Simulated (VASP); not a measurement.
KF: single point with PBE

Crystal: KF.

```
K F
1.0
     2.06154    1.19023    3.36693
    -2.06154    1.19023    3.36693
     0.00000   -2.38046    3.36693
K F
1 1
Direct
  0.24937 0.24937 0.24937
  0.99939 0.99939 0.99939
```

```
Program                : VASP 6.6.1
Task                   : single point
Functional             : PBE
Potentials or basis    : VASP PAW PBE potentials, release 64 (K_sv, F)
Cutoff                 : 520 eV
k mesh                 : 8 × 8 × 8
Occupations            : gaussian, width 0.02 eV
Spin                   : no spin polarisation
Dipole correction      : no
Further INCAR settings : ALGO = Normal; EDIFF = 1e-06; NBANDS = 15
```

* Pressure: 1.5 GPa
* Band gap on the k mesh: 5.21 eV (least direct gap 5.44 eV)

Levels at points of the mesh, in eV from the valence-band top:
```
           k point  band 5  band 6  band 7  band 8  band 9  band 10  band 11  band 12
(0.00, 0.00, 0.00)   -9.53   -0.23   -0.23   -0.23    5.21    11.84    11.84    12.00
(0.50, 0.00, 0.00)   -9.58   -0.28   -0.13   -0.13    8.08     9.32    10.97    10.97
(0.50, 0.50, 0.00)   -9.55   -0.47    0.00    0.00    8.31     8.43    12.47    13.02
(0.50, 0.50, 0.50)   -9.58   -0.28   -0.13   -0.13    8.08     9.32    10.97    10.97
```

It took 23 s on 1 thread of AMD EPYC 9R45 96-Core Processor (Zen 5) (shared host), peak memory 0.17 GiB.

A k mesh can miss the band edges.
